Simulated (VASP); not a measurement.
# ScSi2 (P-3m1) in VASP: a series of runs

The runs below take ScSi2 through single point, relaxation of cell and atoms, with PBE.

Program: VASP 6.6.1. These are calculated values, not measurements. Logs are shortened: lines on timing, memory, paths and dates and some standing lists are left out, and cuts for length are marked.

### Step 1. The cell of the first run

The structure is trigonal, space group P-3m1 (No. 164). Conventional cell: a = 3.092 Å, b = 3.092 Å, c = 6.315 Å, α = 90.00°, β = 90.00°, γ = 120.00°. Within 3.8 Å of Sc (site symmetry -3m) lie 6 Si at 2.87 Å and 6 Sc at 3.09 Å. Within 3.4 Å of Si (site symmetry 3m) lie 9 Si at 2.56 to 3.09 Å and 3 Sc at 2.87 Å.

### Step 2. Single point, PBE

Contents of INCAR:

```
PREC = Accurate ; ENCUT = 520
EDIFF = 1E-6 ; ISMEAR = 0
SIGMA = 0.1 ; LREAL = False
LASPH = True ; NELM = 100
ALGO = Normal ; ISIF = 2
LWAVE = False ; LCHARG = False
GGA = PE ; NBANDS = 16
```

Contents of KPOINTS:

```
regular mesh
0
Gamma
  6 6 4
```

Contents of POSCAR:

```
ScSi2
1.0
    3.0921125675      0.0000000000      0.0000000000
   -1.5460562838      2.6778480348      0.0000000000
    0.0000000000      0.0000000000      6.3146326181
Sc Si
1 2
Direct
    0.0000000000      0.0000000000      0.0000000000
    0.3333333333      0.6666666667      0.3548678282
    0.6666666667      0.3333333333      0.6451321718
```

Potentials or basis: VASP PAW PBE potentials, release 64 (Sc_sv, Si).

Launch:

```
> cat potpaw_PBE.64/Sc_sv/POTCAR potpaw_PBE.64/Si/POTCAR > POTCAR
> mpirun -np 1 vasp_std > vasp.out
```

OUTCAR:

```text
PREC = Accurate
   ENCUT = 520
   EDIFF = 1E-6
   ISMEAR = 0
   LREAL = False
   LASPH = True
   NELM = 100
   ISIF = 2
   GGA = PE

 ion  position               nearest neighbor table
   1  0.000  0.000  0.000-   2 2.87   3 2.87   3 2.87   2 2.87   3 2.87   2 2.87
   2  0.333  0.667  0.355-   3 2.56   3 2.56   3 2.56   1 2.87   1 2.87   1 2.87
   3  0.667  0.333  0.645-   2 2.56   2 2.56   2 2.56   1 2.87   1 2.87   1 2.87

  LATTYP: Found a hexagonal cell.
 ALAT       =     3.0921125675
 C/A-ratio  =     2.0421742353

  Lattice vectors:

 A1 = (   3.0921125675,   0.0000000000,   0.0000000000)
 A2 = (  -1.5460562838,   2.6778480348,   0.0000000000)
 A3 = (   0.0000000000,   0.0000000000,   6.3146326181)

Analysis of symmetry for initial positions (statically):
=====================================================================
 Subroutine PRICEL returns:
 Original cell was already a primitive cell.

 Routine SETGRP: Setting up the symmetry group for a
 hexagonal supercell.

 Subroutine GETGRP returns: Found 12 space group operations
 (whereof 12 operations were pure point group operations)
 out of a pool of 24 trial point group operations.

The static configuration has the point symmetry D_3d.

Analysis of symmetry for dynamics (positions and initial velocities):
=====================================================================
 Subroutine PRICEL returns:
 Original cell was already a primitive cell.

 Routine SETGRP: Setting up the symmetry group for a
 hexagonal supercell.

 Subroutine GETGRP returns: Found 12 space group operations
 (whereof 12 operations were pure point group operations)
 out of a pool of 24 trial point group operations.

The dynamic configuration has the point symmetry D_3d.

 Subroutine INISYM returns: Found 12 space group operations
 (whereof 12 operations are pure point group operations),
 and found     1 'primitive' translations

----------------------------------------------------------------------------------------

                                     Primitive cell

  volume of cell :      52.2865

  direct lattice vectors                    reciprocal lattice vectors
     3.092112568  0.000000000  0.000000000     0.323403491  0.186717093  0.000000000
    -1.546056284  2.677848035  0.000000000     0.000000000  0.373434186  0.000000000
     0.000000000  0.000000000  6.314632618     0.000000000  0.000000000  0.158362340

  length of vectors
     3.092112568  3.092112568  6.314632618     0.373434186  0.373434186  0.158362340

  position of ions in fractional coordinates (direct lattice)
     0.000000000  0.000000000  0.000000000
     0.333333333  0.666666667  0.354867828
     0.666666667  0.333333333  0.645132172

  ion indices of the primitive-cell ions
   primitive index   ion index
                 1           1
                 2           2
                 3           3

----------------------------------------------------------------------------------------

 KPOINTS: regular mesh

Automatic generation of k-mesh.
 Grid dimensions read from file:
 generate k-points for:    6    6    4

 Generating k-lattice:

  Cartesian coordinates                     Fractional coordinates (reciprocal lattice)
     0.053900582  0.031119515  0.000000000     0.166666667  0.000000000  0.000000000
     0.000000000  0.062239031  0.000000000     0.000000000  0.166666667  0.000000000
     0.000000000  0.000000000  0.039590585     0.000000000  0.000000000  0.250000000

  Length of vectors
     0.062239031  0.062239031  0.039590585

  Shift w.r.t. Gamma in fractional coordinates (k-lattice)
     0.000000000  0.000000000  0.000000000

 Subroutine IBZKPT returns following result:
 ===========================================

 Found     24 irreducible k-points:

 Following reciprocal coordinates:
            Coordinates               Weight
  0.000000  0.000000  0.000000      1.000000
  0.166667  0.000000  0.000000      6.000000
  0.333333 -0.000000  0.000000      6.000000
  0.500000  0.000000  0.000000      3.000000
  0.166667  0.166667  0.000000      6.000000
  0.333333  0.166667  0.000000     12.000000
[... 16 lines left out ...]
  0.333333  0.166667  0.500000     12.000000
  0.333333  0.333333  0.500000      2.000000
   k-points           NKPTS =     24   k-points in BZ     NKDIM =     24   number of bands    NBANDS=     16
   number of dos      NEDOS =    301   number of ions     NIONS =      3
   total plane-waves  NPLWV =  27648
   dimension x,y,z NGX =    24 NGY =   24 NGZ =   48
   dimension x,y,z NGXF=    48 NGYF=   48 NGZF=   96
   ions per type =               1   2
   NGX,Y,Z   is equivalent  to a cutoff of  12.90, 12.90, 12.64 a.u.
   NGXF,Y,Z  is equivalent  to a cutoff of  25.81, 25.81, 25.27 a.u.
 SYSTEM =  unknown system
   PREC   = accura    normal or accurate (medium, high low for compatibility)
   ISTART =      0    job   : 0-new  1-cont  2-samecut
   ICHARG =      2    charge: 1-file 2-atom 10-const
   ISPIN  =      1    spin polarized calculation?
   LNONCOLLINEAR =      F non collinear calculations
   LSORBIT =      F    spin-orbit coupling
   LASPH  =      T    aspherical Exc in radial PAW
   ENCUT  =  520.0 eV  38.22 Ry    6.18 a.u.   5.75  5.75 11.74*2*pi/ulx,y,z
   NELM   =    100;   NELMIN=  2; NELMDL= -5     # of ELM steps
   EDIFF  = 0.1E-05   stopping-criterion for ELM
   LREAL  =      F    real-space projection
   EDIFFG = 0.1E-04   stopping-criterion for IOM
   NSW    =      0    number of steps for IOM
   IBRION =     -1    ionic relax: 0-MD 1-quasi-New 2-CG
   NFREE  =      0    steps in history (QN), initial steepest desc. (CG)
   ISIF   =      2    stress and relaxation
   ISYM   =      2    0-nonsym 1-usesym 2-fastsym
   POTIM  = 0.5000    time-step for ionic-motion
   TEBEG  =    0.0;   TEEND  =   0.0 temperature during run
   PSTRESS=    0.0 pullay stress
   NELECT =      19.0000    total number of electrons
   NUPDOWN=      -1.0000    fix difference up-down
   EMIN   =  10.00;   EMAX   =-10.00  energy-range for DOS
   EFERMI =   0.00;   METHOD = LEGACY
   ISMEAR =     0;   SIGMA  =   0.10  broadening in eV -4-tet -1-fermi 0-gaus
   EFERMI_NEDOS =   21; number of points for ismear=-14 and -15
   IALGO  =     38    algorithm
   IMIX   =      4    mixing-type and parameters
     AMIX     =   0.40;   BMIX     =  1.00
     AMIX_MAG =   1.60;   BMIX_MAG =  1.00
  volume/ion in A,a.u.               =      17.43       117.62
  Fermi-wavevector in a.u.,A,eV,Ry     =   1.168233  2.207641 18.568811  1.364769
  Thomas-Fermi vector in A             =   2.304723
   LORBIT       =      0    0 simple, 1 ext, 2 COOP (PROOUT), +10 PAW based schemes
   GGA     = PE    functional components
   LHFCALC =     F    Hartree Fock is set to
   AEXX    =    0.0000 exact exchange contribution
   IVDW    =     0    specifies the selected vdW correction
   LEPSILON=     F    determine dielectric tensor
   LRPA    =     F    only Hartree local field effects (RPA)
 non-spin polarized calculation
 Gauss-broadening in eV      SIGMA  =   0.10
  energy-cutoff  :      520.00
  volume of cell :       52.29
 maximum number of plane-waves:      1424
 NGX is ok and might be reduce to    24
   NGX = 11   NGY = 11   NGZ = 23

 number of electron      19.0000001 magnetization

 Free energy of the ion-electron system (eV)
  ---------------------------------------------------
  ext. energy  EPLUGINS =         0.00000000
  ---------------------------------------------------
  free energy    TOTEN  =       -17.05541667 eV

  energy without entropy =      -17.03503903  energy(sigma->0) =      -17.04522785

 E-fermi :   6.9692     XC(G=0): -10.7247

 val. band max:        6.9647734881   @ k =   0.0000   0.3333   0.2500
 cond. band min:       7.0119587659   @ k =   0.0000   0.0000   0.0000
 fundamental gap:      0.0471852778
 Fermi energy:         6.9691792150

 k-point     1 :       0.0000    0.0000    0.0000
  band No.  band energies     occupation
      1     -42.0365      2.00000
      2     -20.6959      2.00000
      3     -20.4433      2.00000
      4     -20.4433      2.00000
      5      -5.0990      2.00000
      6      -0.5412      2.00000
[... 8 lines left out ...]
     15      12.1625      0.00000
     16      13.7838      0.00000

 k-point     2 :       0.1667    0.0000    0.0000
  band No.  band energies     occupation
      1     -42.0168      2.00000
      2     -20.6721      2.00000
      3     -20.5779      2.00000
      4     -20.4734      2.00000
      5      -4.5438      2.00000
      6      -0.1013      2.00000
[... 8 lines left out ...]
     15      12.2714      0.00000
     16      13.1247      0.00000

 k-point     3 :       0.3333   -0.0000    0.0000
  band No.  band energies     occupation
      1     -41.9772      2.00000
      2     -20.8393      2.00000
      3     -20.6242      2.00000
      4     -20.5330      2.00000
      5      -2.9114      2.00000
      6       1.1022      2.00000
[... 8 lines left out ...]
     15      10.8284      0.00000
     16      12.4126      0.00000

 k-point     4 :       0.5000    0.0000    0.0000
  band No.  band energies     occupation
      1     -41.9573      2.00000
      2     -20.9664      2.00000
      3     -20.6002      2.00000
      4     -20.5626      2.00000
      5      -0.7262      2.00000
      6       0.2971      2.00000
[... 8 lines left out ...]
     15      11.6096      0.00000
     16      12.1440      0.00000
[... 324 lines left out ...]
 k-point    22 :       0.1667    0.1667    0.5000
  band No.  band energies     occupation
      1     -41.9871      2.00000
      2     -20.7496      2.00000
      3     -20.6365      2.00000
      4     -20.5445      2.00000
      5      -3.3362      2.00000
      6       0.1580      2.00000
[... 8 lines left out ...]
     15      11.1113      0.00000
     16      11.4276      0.00000

 k-point    23 :       0.3333    0.1667    0.5000
  band No.  band energies     occupation
      1     -41.9573      2.00000
      2     -20.8997      2.00000
      3     -20.6329      2.00000
      4     -20.6004      2.00000
      5      -1.3197      2.00000
      6       1.6271      2.00000
[... 8 lines left out ...]
     15      11.6136      0.00000
     16      11.9758      0.00000

 k-point    24 :       0.3333    0.3333    0.5000
  band No.  band energies     occupation
      1     -41.9473      2.00000
      2     -20.8072      2.00000
      3     -20.8072      2.00000
      4     -20.5884      2.00000
      5       0.7442      2.00000
      6       0.7442      2.00000
[... 8 lines left out ...]
     15      11.6667      0.00000
     16      13.3642      0.00000

------------------------ aborting loop because EDIFF is reached ----------------------------------------

  FORCE on cell =-STRESS in cart. coord.  units (eV):
  Direction    XX          YY          ZZ          XY          YZ          ZX
  --------------------------------------------------------------------------------------
  -------------------------------------------------------------------------------------
  Total        0.0125643      0.0125643     -0.0279323     -0.0000000      0.0000000     -0.0000000
  in kB        0.3849980      0.3849980     -0.8559108     -0.0000000      0.0000000     -0.0000000
  external PRESSURE =      -0.0286383 kB  Pullay stress =       0.0000000 kB

 VOLUME and BASIS-vectors are now :
 -----------------------------------------------------------------------------
  energy-cutoff  :      520.00
  volume of cell :       52.29
      direct lattice vectors                 reciprocal lattice vectors
     3.092112568  0.000000000  0.000000000     0.323403491  0.186717093  0.000000000
    -1.546056284  2.677848035  0.000000000     0.000000000  0.373434186  0.000000000
     0.000000000  0.000000000  6.314632618     0.000000000  0.000000000  0.158362340

 POSITION                                       TOTAL-FORCE (eV/Angst)
 -----------------------------------------------------------------------------------
      0.00000      0.00000      0.00000        -0.000000      0.000000      0.000000
     -0.00000      1.78523      2.24086         0.000000      0.000000      0.014067
      1.54606      0.89262      4.07377        -0.000000     -0.000000     -0.014067
 -----------------------------------------------------------------------------------
    total drift:                               -0.000000     -0.000000      0.000000

  FREE ENERGIE OF THE ION-ELECTRON SYSTEM (eV)
  ---------------------------------------------------
  free  energy   TOTEN  =       -17.0554166669 eV

  energy  without entropy=      -17.0350390291  energy(sigma->0) =      -17.04522785
```

It took 20 s on 1 thread of AMD EPYC 7R13 (Zen 3), shared host; peak memory 0.14 GiB.

What came out:

```
Free energy   : -17.0554 eV
Pressure      : 0.0 GPa
Largest force : 0.014 eV/Å
```

Forces on the atoms (eV/Å):
```
Sc   0.000  0.000  0.000
Si   0.000  0.000  0.014
Si   0.000  0.000 -0.014
```

Stress tensor (GPa, compression positive):
```
 0.04  0.00  0.00
 0.00  0.04  0.00
 0.00  0.00 -0.09
```

Levels at points of the mesh, in eV from the Fermi level:
```
           k point  band 6  band 7  band 8  band 9  band 10  band 11  band 12  band 13  band 14  band 15
(0.00, 0.00, 0.00)   -7.51   -5.03    0.04    1.78     1.78     3.31     3.31     4.64     5.19     5.19
(0.50, 0.00, 0.00)   -6.67   -4.29   -2.37   -1.14    -0.28     1.45     1.55     2.08     3.20     4.64
(0.00, 0.00, 0.50)   -8.48   -2.64   -1.78    1.82     1.82     3.25     3.25     3.87     4.88     4.88
(0.50, 0.00, 0.50)   -6.41   -3.77   -3.62   -1.22    -0.14     0.96     2.92     3.58     4.39     4.61
```

Caveat: the k points lie up to 0.39 Å⁻¹ apart.

(Continued in part 2 of 2.)
